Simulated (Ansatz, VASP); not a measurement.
## Two plane-wave programs on Te2Mo

POSCAR

```
Te2Mo
1.0
   -3.5635452172      0.0000000000      0.0000000000
   -1.7817726086     -3.0861206856      0.0000000000
   -3.1179238878     -1.8001341959     14.7262210532
Te Mo
4 2
Direct
   -0.0332613576     -0.0332613576      0.6284839550
    0.5917219757      0.5917219757      0.1284839550
   -0.1750219757     -0.1750219757      0.8715160450
    0.4499613576      0.4499613576      0.3715160450
    0.1875083333      0.1875083333      0.2500000000
    0.2291916667      0.2291916667      0.7500000000
```

The input INCAR.step1:

```
SYSTEM = Te2Mo
ALGO = Normal ; EDIFF = 1E-4
ENCUT = 520 ; GGA = PE
ISMEAR = 0 ; LASPH = .TRUE.
LCHARG = .FALSE. ; LREAL = .FALSE.
LWAVE = .TRUE. ; NBANDS = 35
NELM = 100 ; PREC = Accurate
SIGMA = 0.05
```

INCAR.step2

```
SYSTEM = Te2Mo
ALGO = Normal ; EDIFF = 1E-7
ENCUT = 520 ; ISIF = 2
ISMEAR = 0 ; ISTART = 1
LASPH = .TRUE. ; LCHARG = .FALSE.
LMIXTAU = .TRUE. ; LREAL = .FALSE.
LWAVE = .FALSE. ; METAGGA = R2SCAN
NBANDS = 35 ; NELM = 100
PREC = Accurate ; SIGMA = 0.05
```

The input KPOINTS:

```
k-points
0
G
  9 9 2
  0 0 0
```

Input for Ansatz:

```yaml
crystal:
  lattice:
    - [-3.5635452172, 0.0, 0.0]
    - [-1.7817726086, -3.0861206856, 0.0]
    - [-3.1179238878, -1.8001341959, 14.7262210532]
  atoms:
    - { symbol: Te, position: [-0.0332613576, -0.0332613576, 0.628483955] }
    - { symbol: Te, position: [0.5917219757, 0.5917219757, 0.128483955] }
    - { symbol: Te, position: [-0.1750219757, -0.1750219757, 0.871516045] }
    - { symbol: Te, position: [0.4499613576, 0.4499613576, 0.371516045] }
    - { symbol: Mo, position: [0.1875083333, 0.1875083333, 0.25] }
    - { symbol: Mo, position: [0.2291916667, 0.2291916667, 0.75] }
basis:
  ecutwfc: 500
kpoints:
  mp_grid: { grid: [9, 9, 2] }
hamiltonian:
  xc: r2scan
scf:
  occupations: { method: gaussian, width: 0.05 }
output:
  forces: true
  stress: true
  eigenvalues: true
  write_density: true
  write_potential: true
  elf: true
  volumetric_format: npy
```

Alike in both runs: task single point; functional r2SCAN; k mesh 9 × 9 × 2; occupations gaussian, width 0.05 eV; no spin polarisation.

```csv
,VASP,Ansatz
version,VASP 6.6.1,Ansatz 0.2.0
potentials or method,"VASP PAW PBE potentials, release 64 (Te, Mo_sv), cutoff 520 eV","scalar-relativistic, plane waves, PAW"
valence electrons in the cell,52,92
```

VASP gave:

```
gap on the k mesh at the Fermi level (eV)                     : 1.02
least direct gap on the mesh (eV)                             : 1.09
pressure (GPa)                                                : 0.5
traceless stress, the component that is largest in VASP (GPa) : 0.77
rms of the force components (eV/Å)                            : 0.068
```

Task: What did Ansatz give for the same quantities?

Result: gap on the k mesh at the Fermi level (eV): 1.03; least direct gap on the mesh (eV): 1.08; pressure (GPa): 0.4; traceless stress, the component that is largest in VASP (GPa): 0.71; rms of the force components (eV/Å): 0.075.

VASP's potentials were made for PBE, not for r2SCAN. Atom by atom the forces differ by 0.012 eV/Å (rms over components). With one functional, cell and mesh, what is left measures potentials, basis and numerics. VASP's potentials hold 52 valence electrons a cell and Ansatz's 92, so a difference there can come from the potentials and not from the codes.

Spin-orbit coupling is off throughout.
